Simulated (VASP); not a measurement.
Si3Bi, 4 atoms in the cell. The structure is hexagonal, space group P6/mmm (No. 191). Conventional cell: a = 4.972 Å, b = 4.972 Å, c = 4.064 Å, α = 90.00°, β = 90.00°, γ = 120.00°. Si (site symmetry mmm) has 4 Si at 2.49 Å and 4 Bi at 3.21 Å within 3.3 Å. Bi (site symmetry 6/mmm) has 12 Si at 3.21 Å and 2 Bi at 4.06 Å within 4.2 Å. 

| Property | Result |
| --- | --- |
| Program | VASP 6.6.1 |
| Task | single point |
| Functional | PBE |
| Potentials or basis | VASP PAW PBE potentials, release 64 (Si, Bi_d) |
| Cutoff | 520 eV |
| k mesh | 12 × 12 × 12 |
| Occupations | gaussian, width 0.1 eV |
| Spin | no spin polarisation |
| Dipole correction | no |
| Further INCAR settings | ALGO = Normal; EDIFF = 1e-07; NBANDS = 22 |

Potentials or basis: VASP PAW PBE potentials, release 64 (Si, Bi_d).

Run with:

```console
$ cat potpaw_PBE.64/Si/POTCAR potpaw_PBE.64/Bi_d/POTCAR > POTCAR
$ mpirun -np 1 vasp_std > vasp.out
```

Hardware: 1 thread of Oxide Virtual Turin-like Processor (shared host).

Problem. Estimate the wall time of this run.

Solution. Wall time 6.3 min on 1 thread of Oxide Virtual Turin-like Processor, with other jobs on the host, peak memory 0.33 GiB. Counts: scf iterations 14, k points 133.
